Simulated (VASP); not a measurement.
Input of a VASP 6.6.1 run:

INCAR

```
SYSTEM = PtS2
PREC     = Accurate       ! precision mode
ENCUT    = 520            ! plane-wave cutoff, eV
EDIFF    = 1E-7           ! SCF threshold, eV
ISMEAR   = 0              ! smearing method
SIGMA    = 0.05           ! smearing width, eV
LREAL    = .FALSE.        ! projectors in reciprocal space
LASPH    = .TRUE.         ! aspherical terms in the spheres
NELM     = 100            ! most SCF steps
ALGO     = Normal         ! electronic algorithm
ISIF     = 2              ! what is computed and relaxed
LWAVE    = .FALSE.        ! write WAVECAR
LCHARG   = .FALSE.        ! write CHGCAR
GGA      = PE             ! functional
NBANDS   = 18             ! bands
```

File KPOINTS:

```
regular mesh
0
G
  12 12 8
  0 0 0
```

File POSCAR:

```
PtS2
1.0
    3.5431994758      0.0000000000      0.0000000000
   -1.7715997379      3.0685007567      0.0000000000
    0.0000000000      0.0000000000      5.0388000000
Pt S
1 2
Direct
    0.1180453301      0.0864151793      0.0000000000
    0.3333333333      0.6666666667      0.2500000000
    0.6666666667      0.3333333333      0.7500000000
```

Potentials or basis: VASP PAW PBE potentials, release 64 (Pt, S).

Launch:

```bash
$ cat potpaw_PBE.64/Pt/POTCAR potpaw_PBE.64/S/POTCAR > POTCAR
$ mpirun -np 1 vasp_std > vasp.out
```

Problem. What does it give for the pressure?

Solution. 12.0 GPa.

Problem. What does it give for the largest force?

Solution. 6.315 eV/Å.

Forces in eV/Å, atoms in the order of the input:
```
Pt  -4.483 -4.405  0.611
S    1.163  2.200  0.752
S    3.320  2.206 -1.364
```

Caveat: the cell differs from its parent crystal (all Pt atoms moved +0.375 Å, as atom 1 along Cartesian [1 1 0]); forces of over 1 eV/Å act on the atoms, so gaps and moduli don't describe the material at rest.
